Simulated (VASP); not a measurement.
Wanted: the native input for a VASP 6.6.1 run.

| Item | Value |
| --- | --- |
| Task | single point |
| Functional | LDA |
| Potentials or basis | VASP PAW LDA potentials, release 64 (Al, N) |
| Cutoff | 520 eV |
| k mesh | 6 × 6 × 4 |
| Occupations | gaussian, width 0.01 eV |
| Spin | no spin polarisation |
| Dipole correction | no |
| Further INCAR settings | ALGO = Normal; EDIFF = 1e-07; NBANDS = 16 |

The structure of AlN lies in POSCAR:

```
AlN
1.0
    3.1130000000      0.0000000000      0.0000000000
   -1.5565000000      2.6959370000      0.0000000000
    0.0000000000      0.0000000000      4.9810000000
Al N
2 2
Direct
    0.3333330000      0.6666670000      0.0000000000
    0.6666670000      0.3333330000      0.5000000000
    0.3333330000      0.6666670000      0.3800000000
    0.6666670000      0.3333330000      0.8800000000
```

These files were run (other wordings do the same):

INCAR

```
SYSTEM = AlN
ALGO = Normal
EDIFF = 1E-7
ENCUT = 520
ISIF = 2
ISMEAR = 0
LASPH = .True.
LCHARG = .True.
LELF = .True.
LREAL = .False.
LVHAR = .True.
LWAVE = .False.
NBANDS = 16
NELM = 60
PREC = Accurate
SIGMA = 0.01
```

KPOINTS

```
k-points
0
Gamma
  6 6 4
  0 0 0
```

Potentials or basis: VASP PAW LDA potentials, release 64 (Al, N).

The run is started by

```sh
$ cat potpaw_LDA.64/Al/POTCAR potpaw_LDA.64/N/POTCAR > POTCAR
$ mpirun -np 1 vasp_std > vasp.out
```

It gave:

```
Pressure               : -4.1 GPa
Largest force          : 0.120 eV/Å
Band gap on the k mesh : 4.25 eV, direct
```

It took 19 s on 1 thread of AMD EPYC 7R43 64-Core Processor (Zen 3), with other jobs on the host, peak memory 0.1 GiB.
